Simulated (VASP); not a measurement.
A run of VASP 6.6.1:

The input INCAR:

```
SYSTEM = Rb
PREC = Accurate ; ENCUT = 600
EDIFF = 1E-6 ; ISMEAR = -1
SIGMA = 0.05 ; LREAL = .False.
LASPH = .True. ; NELM = 60
ALGO = Normal ; ISIF = 3
LWAVE = .False. ; LCHARG = .False.
GGA = PE ; IBRION = 2
NSW = 80 ; EDIFFG = -0.02
```

File KPOINTS:

```
Automatic mesh
0
Gamma
  5 5 5
  0 0 0
```

Contents of POSCAR:

```
Rb
1.0
   -2.8025000000      2.8025000000      2.8025000000
    2.8025000000     -2.8025000000      2.8025000000
    2.8025000000      2.8025000000     -2.8025000000
Rb
1
Direct
    0.0000000000      0.0000000000      0.0000000000
```

Potentials or basis: VASP PAW PBE potentials, release 64 (Rb_sv).

Command:

```bash
$ cat potpaw_PBE.64/Rb_sv/POTCAR > POTCAR
$ mpirun -np 1 vasp_std > vasp.out
```

Hardware: 1 thread of Intel Xeon 8259CL, on a shared host.

**Question.** Estimate the wall time of this run.

**Answer.** It took 50 s on 1 thread of Intel Xeon 8259CL, on a shared host, peak memory 0.23 GiB. Counts: scf iterations 24, k points 10, ion steps 3.
